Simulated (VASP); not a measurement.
A run of VASP 6.6.1 is set up as follows.

Contents of POSCAR:

```
LiCl
1.0
    0.0000000000      2.5241922670      2.5241922670
    2.5241922670      0.0000000000      2.5241922670
    2.5241922670      2.5241922670      0.0000000000
Cl Li
1 1
Direct
    0.5000000000      0.5000000000      0.5000000000
    0.0000000000      0.0000000000      0.0000000000
```

File INCAR.step1:

```
SYSTEM = LiCl
PREC = Accurate ; ENCUT = 520
EDIFF = 1E-5 ; ISMEAR = -1
SIGMA = 0.05 ; LREAL = .FALSE.
LASPH = .TRUE. ; NELM = 80
ALGO = Normal ; ISIF = 2
LWAVE = .TRUE. ; LCHARG = .FALSE.
GGA = PE ; NBANDS = 12
```

INCAR.step2

```
SYSTEM = LiCl
PREC = Accurate ; ENCUT = 520
EDIFF = 1E-6 ; ISMEAR = -1
SIGMA = 0.05 ; LREAL = .FALSE.
LASPH = .TRUE. ; NELM = 80
ALGO = Normal ; ISIF = 2
LWAVE = .FALSE. ; LCHARG = .FALSE.
GGA = PS ; LHFCALC = .TRUE.
AEXX = 0.25 ; PRECFOCK = Normal
ISTART = 1 ; NBANDS = 12
```

The input KPOINTS:

```
Automatic mesh
0
G
  5 5 5
  0 0 0
```

Potentials or basis: VASP PAW PBE potentials, release 64 (Cl, Li_sv).

The run is started by

```bash
$ cat potpaw_PBE.64/Cl/POTCAR potpaw_PBE.64/Li_sv/POTCAR > POTCAR
$ cp INCAR.step1 INCAR
$ mpirun -np 1 vasp_std > vasp.out
$ cp INCAR.step2 INCAR
$ mpirun -np 1 vasp_std > vasp.out
```

Question: Predict the band gap on the k mesh.

Answer: 8.60 eV.

Caveat: the k points lie up to 0.43 Å⁻¹ apart; an odd mesh through Γ misses points on the zone boundary, where band edges can lie.
